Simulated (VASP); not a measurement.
**ZnO (lda): single point with LDA**

The system is ZnO (lda).

```
CELL_PARAMETERS angstrom
3.18734 0.00000 0.00000
-1.59367 2.76031 0.00000
0.00000 0.00000 5.15283
ATOMIC_POSITIONS crystal
Zn 0.33333 0.66667 0.95620
Zn 0.66667 0.33333 0.45620
O 0.33333 0.66667 0.42580
O 0.66667 0.33333 0.92580
```

```json
{"Program": "VASP 6.6.1", "Task": "single point", "Functional": "LDA", "Potentials or basis": "VASP PAW LDA potentials, release 64 (Zn, O)", "Cutoff": "520 eV", "k mesh": "9 × 9 × 6", "Occupations": "gaussian, width 0.01 eV", "Spin": "no spin polarisation", "Dipole correction": "no", "Further INCAR settings": "ALGO = Normal; EDIFF = 1e-07; NBANDS = 26"}
```

```
Pressure               : 8.9 GPa
Largest force          : 0.435 eV/Å
Band gap on the k mesh : 0.93 eV, direct
```

Forces on the atoms (eV/Å):
```
Zn   0.000  0.000  0.435
Zn   0.000  0.000  0.435
O    0.000  0.000 -0.435
O    0.000  0.000 -0.435
```

Stress tensor (GPa, compression positive):
```
16.10  0.00  0.00
 0.00 16.10  0.00
 0.00  0.00 -5.38
```

Levels at points of the mesh, in eV from the valence-band top:
| k point | band 14 | band 15 | band 16 | band 17 | band 18 | band 19 | band 20 | band 21 | band 22 | band 23 |
| --- | --- | --- | --- | --- | --- | --- | --- | --- | --- | --- |
| (0.00, 0.00, 0.00) | -1.31 | -0.36 | -0.36 | 0.00 | 0.00 | 0.93 | 4.85 | 7.82 | 12.70 | 12.70 |
| (0.00, 0.00, 0.50) | -2.91 | -0.17 | -0.17 | -0.17 | -0.17 | 3.34 | 3.34 | 9.62 | 9.62 | 12.95 |

Wall time 110 s on 1 thread of AMD EPYC 7R13 (shared host), peak memory 0.14 GiB.

A k mesh can miss the band edges. LDA gaps usually lie below the measured ones, often by a third to a half.
